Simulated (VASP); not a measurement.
The system is Te2Mo.

```xyz
6
Lattice="3.4464 0.0000 0.0000 -1.7232 2.9847 0.0000 0.0000 0.0000 13.6883" Properties=species:S:1:pos:R:3 pbc="T T T"
Te    1.7232    0.9949    5.1879
Te    0.0000    1.9898   12.0321
Te    1.7232    0.9949    1.6563
Te    0.0000    1.9898    8.5005
Mo    1.7232    0.9949   10.2663
Mo    0.0000    1.9898    3.4221
```

Base run:

- Program: VASP 6.6.1
- Functional: revPBE
- Potentials or basis: VASP PAW PBE potentials, release 64 (Te, Mo_sv)
- Cutoff: 520 eV
- k mesh: 9 × 9 × 2
- Occupations: fermi-dirac, width 0.05 eV
- Spin: no spin polarisation

Its results: band gap on the k mesh 0.75 eV, indirect (least direct gap 1.13 eV); pressure 11.9 GPa; largest force 1.200 eV/Å.

Task: The run is repeated on the same cell with these changes: functional from revPBE to PBE. What comes out?

Result: Band gap on the k mesh 0.74 eV, indirect (least direct gap 1.13 eV); pressure 10.5 GPa; largest force 1.139 eV/Å.

PBE binds more tightly than revPBE, so the same cell stands under less pressure.

Caveats: spin-orbit coupling is left out, which moves the levels of the heavy elements; this functional lacks dispersion, which binds the layers, so the pressure and a relaxed spacing across them are unreliable; the PAW data sets were made with another functional, which shifts forces and pressure a little (some runs); forces of over 1 eV/Å act on the atoms, so gaps and moduli don't describe the material at rest (some runs).

A k mesh can miss the band edges.
